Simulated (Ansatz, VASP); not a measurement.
## CdSiN2: VASP beside Ansatz

Contents of POSCAR:

```
CdSiN2
1.0
    3.0262828765      0.0000000000      0.0000000000
    0.0000000000      3.0262828765      0.0000000000
    0.0000000000      0.0000000000     10.1052886355
Cd N Si
2 4 2
Direct
    0.5000000000      0.0000000000      0.8616232094
    0.0000000000      0.5000000000      0.1383767906
    0.5000000000      0.5000000000      0.0000000000
    0.0000000000      0.0000000000      0.3247102099
    0.5000000000      0.5000000000      0.5000000000
    0.0000000000      0.0000000000      0.6752897901
    0.5000000000      0.0000000000      0.3956755403
    0.0000000000      0.5000000000      0.6043244597
```

INCAR.step1

```
PREC = Accurate
ENCUT = 520
ISMEAR = -1
SIGMA = 0.02
LREAL = False
LASPH = True
NELM = 60
NBANDS = 36
GGA = PE
ALGO = Normal
EDIFF = 1E-4
LWAVE = True
LCHARG = False
```

The input INCAR.step2:

```
PREC = Accurate
ENCUT = 520
EDIFF = 1E-6
ISMEAR = -1
SIGMA = 0.02
LREAL = False
LASPH = True
NELM = 60
ALGO = Normal
ISIF = 2
LWAVE = False
LCHARG = False
METAGGA = R2SCAN
LMIXTAU = True
NBANDS = 36
ISTART = 1
```

KPOINTS

```
Automatic mesh
0
Gamma
  8 8 2
```

Input for Ansatz:

```yaml
crystal:
  lattice:
    - [3.0262828765, 0.0, 0.0]
    - [0.0, 3.0262828765, 0.0]
    - [0.0, 0.0, 10.1052886355]
  atoms:
    - { symbol: Cd, position: [0.5, 0.0, 0.8616232094] }
    - { symbol: "N", position: [0.5, 0.5, 0.0] }
    - { symbol: Cd, position: [0.0, 0.5, 0.1383767906] }
    - { symbol: "N", position: [0.0, 0.0, 0.3247102099] }
    - { symbol: Si, position: [0.5, 0.0, 0.3956755403] }
    - { symbol: "N", position: [0.5, 0.5, 0.5] }
    - { symbol: Si, position: [0.0, 0.5, 0.6043244597] }
    - { symbol: "N", position: [0.0, 0.0, 0.6752897901] }
kpoints:
  mp_grid: { grid: [8, 8, 2] }
hamiltonian:
  xc: r2scan
scf:
  occupations: { method: fermi_dirac, width: 0.02 }
  n_extra_bands: 6
output:
  forces: true
  stress: true
  eigenvalues: true
```

Alike in both runs: task single point; functional r2SCAN; k mesh 8 × 8 × 2; occupations fermi-dirac, width 0.02 eV; no spin polarisation.

|  | VASP | Ansatz |
| --- | --- | --- |
| version | VASP 6.6.1 | Ansatz 0.2.0 |
| potentials or method | VASP PAW PBE potentials, release 64 (Cd, N, Si) | plane waves, PAW |
| plane-wave cutoff (eV) | 520 | 500 |
| valence electrons in the cell | 52 | 68 |

```tsv
	VASP	Ansatz	Ansatz less VASP
pressure (GPa)	13.9	12.6	-1.29
rms of the force components (eV/Å)	0.243	0.207	-0.0352
```

VASP's potentials were made for PBE, not for r2SCAN. With one functional, cell and mesh, what is left measures potentials, basis and numerics. VASP's potentials hold 52 valence electrons a cell and Ansatz's 68, so a difference there can come from the potentials and not from the codes.
